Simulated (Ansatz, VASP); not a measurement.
# Si2W in VASP and in Ansatz

Contents of INCAR:

```
SYSTEM = Si2W
PREC = Accurate ; ENCUT = 600
EDIFF = 1E-6 ; ISMEAR = -1
SIGMA = 0.05 ; LREAL = .FALSE.
LASPH = .TRUE. ; NELM = 80
ALGO = Normal ; ISIF = 3
LWAVE = .FALSE. ; LCHARG = .FALSE.
GGA = B5 ; ALDAX = 1.0
AGGAX = 1.0 ; AGGAC = 1.0
ALDAC = 0.0 ; IVDW = 12
VDW_S6 = 1.0 ; VDW_S8 = 2.6996
VDW_A1 = 0.4298 ; VDW_A2 = 4.2359
IBRION = 2 ; NSW = 60
EDIFFG = -0.01
```

File KPOINTS:

```
Automatic mesh
0
G
  7 7 4
  0 0 0
```

The input POSCAR:

```
Si2W
1.0
    4.6168523821      0.0000000000      0.0000000000
   -2.3084261911      3.9983114484      0.0000000000
    0.0000000000      0.0000000000      6.6532220000
W Si
3 6
Direct
    0.5000000000      0.0000000000      0.5000000000
    0.5000000000      0.5000000000      0.8333333333
    0.0000000000      0.5000000000      0.1666666667
    0.3272520000      0.1636260000      0.1666666667
    0.8363740000      0.1636260000      0.8333333333
    0.1636260000      0.3272520000      0.5000000000
    0.6727480000      0.8363740000      0.1666666667
    0.1636260000      0.8363740000      0.8333333333
    0.8363740000      0.6727480000      0.5000000000
```

input.yaml

```yaml
crystal:
  lattice:
    - [4.6168523821, 0.0, 0.0]
    - [-2.3084261911, 3.9983114484, 0.0]
    - [0.0, 0.0, 6.653222]
  atoms:
    - { symbol: W, position: [0.5, 0.0, 0.5] }
    - { symbol: W, position: [0.5, 0.5, 0.8333333333] }
    - { symbol: W, position: [0.0, 0.5, 0.1666666667] }
    - { symbol: Si, position: [0.327252, 0.163626, 0.1666666667] }
    - { symbol: Si, position: [0.836374, 0.163626, 0.8333333333] }
    - { symbol: Si, position: [0.163626, 0.327252, 0.5] }
    - { symbol: Si, position: [0.672748, 0.836374, 0.1666666667] }
    - { symbol: Si, position: [0.163626, 0.836374, 0.8333333333] }
    - { symbol: Si, position: [0.836374, 0.672748, 0.5] }
hamiltonian:
  xc: blyp
  pseudopotentials: { kind: paw }
  dispersion: d3bj
kpoints:
  mp_grid: { grid: [7, 7, 4] }
scf:
  occupations: { method: fermi_dirac, width: 0.05 }
output:
  forces: true
  stress: true
  eigenvalues: true
relax:
  f_tol: 0.01
  max_steps: 40
  cell: { stress_tol: 0.05 }
```

Alike in both runs: task relaxation of cell and atoms; functional BLYP; dispersion D3(BJ); k mesh 7 × 7 × 4; occupations fermi-dirac, width 0.05 eV; no spin polarisation.

|  | VASP | Ansatz |
| --- | --- | --- |
| version | VASP 6.6.1 | Ansatz 0.2.0 |
| potentials or method | VASP PAW PBE potentials, release 64 (W_sv, Si) | Ansatz PAW |
| plane-wave cutoff (eV) | 600 | 420 |
| valence electrons in the cell | 66 | 66 |

|  | VASP | Ansatz | Ansatz less VASP |
| --- | --- | --- | --- |
| gap on the k mesh at the Fermi level, each at its own relaxed structure (eV) | 0.21 | 0.22 | +0.011 |
| relaxed volume (Å³/atom) | 13.24 | 13.17 | -0.073 |
| relaxed cell length with the largest relative difference (Å) | 4.575 | 4.566 | -0.0090 |

VASP's potentials were made for PBE, not for BLYP.

Spin-orbit coupling is off throughout. Noted on Ansatz's run: odd divisions of the mesh miss points on the zone boundary, where band edges often lie, so the gap on the mesh can be too wide; the plane-wave basis is chosen anew once the cell has moved, so the energies of steps on either side of that aren't comparable.
